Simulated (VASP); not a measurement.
Wanted: the native input for a VASP 6.6.1 run.

| Quantity | Value |
| --- | --- |
| Task | single point |
| Functional | PBE |
| Potentials or basis | VASP PAW PBE potentials, release 64 (Ga_d, O) |
| Cutoff | 520 eV |
| k mesh | 10 × 10 × 6 |
| Occupations | fermi-dirac, width 0.02 eV |
| Spin | no spin polarisation |
| Dipole correction | no |
| Further INCAR settings | ALGO = Normal; EDIFF = 1e-06; NBANDS = 55 |

The structure of Ga2O3 lies in POSCAR:

```
Ga2O3
1.0
    6.1070000000     -1.5185500000      0.0000000000
    6.1070000000      1.5185500000      0.0000000000
   -1.3859888959      0.0000000000      5.7989090001
Ga O
4 6
Direct
    0.0942614795      0.0942614795      0.8012434066
    0.9057385205      0.9057385205      0.1987565934
    0.6581292108      0.6581292108      0.3163505120
    0.3418707892      0.3418707892      0.6836494880
    0.1674697757      0.1674697757      0.1118640545
    0.8325302243      0.8325302243      0.8881359455
    0.1724262807      0.1724262807      0.5619901215
    0.8275737193      0.8275737193      0.4380098785
    0.4943588362      0.4943588362      0.2523594770
    0.5056411638      0.5056411638      0.7476405230
```

This cell differs from its parent crystal: z stretched by +3 %, then relaxed in part.

One way to write it, as run:

INCAR

```
ALGO     = Normal         # electronic algorithm
EDIFF    = 1E-6           # SCF threshold, eV
ENCUT    = 520            # plane-wave cutoff, eV
GGA      = PE             # functional
ISIF     = 2              # what is computed and relaxed
ISMEAR   = -1             # smearing method
LASPH    = True           # aspherical terms in the spheres
LCHARG   = False          # write CHGCAR
LREAL    = False          # projectors in reciprocal space
LWAVE    = False          # write WAVECAR
NBANDS   = 55             # bands
NELM     = 60             # most SCF steps
PREC     = Accurate       # precision mode
SIGMA    = 0.02           # smearing width, eV
```

KPOINTS

```
k-points
0
Gamma
  10 10 6
```

Potentials or basis: VASP PAW PBE potentials, release 64 (Ga_d, O).

Launch:

```bash
$ cat potpaw_PBE.64/Ga_d/POTCAR potpaw_PBE.64/O/POTCAR > POTCAR
$ mpirun -np 1 vasp_std > vasp.out
```

Results of the run:

```yaml
Pressure: 3.4 GPa
Largest_force: 0.027 eV/Å
Band_gap_on_the_k_mesh: 2.11 eV (least direct gap 2.20 eV)
```

Caveat: the cell differs from its parent crystal (z stretched by +3 %, then relaxed in part); the cell stands under pressure.

Wall time 47 min on 1 thread of Oxide Virtual Turin-like Processor (shared host), peak memory 0.8 GiB.
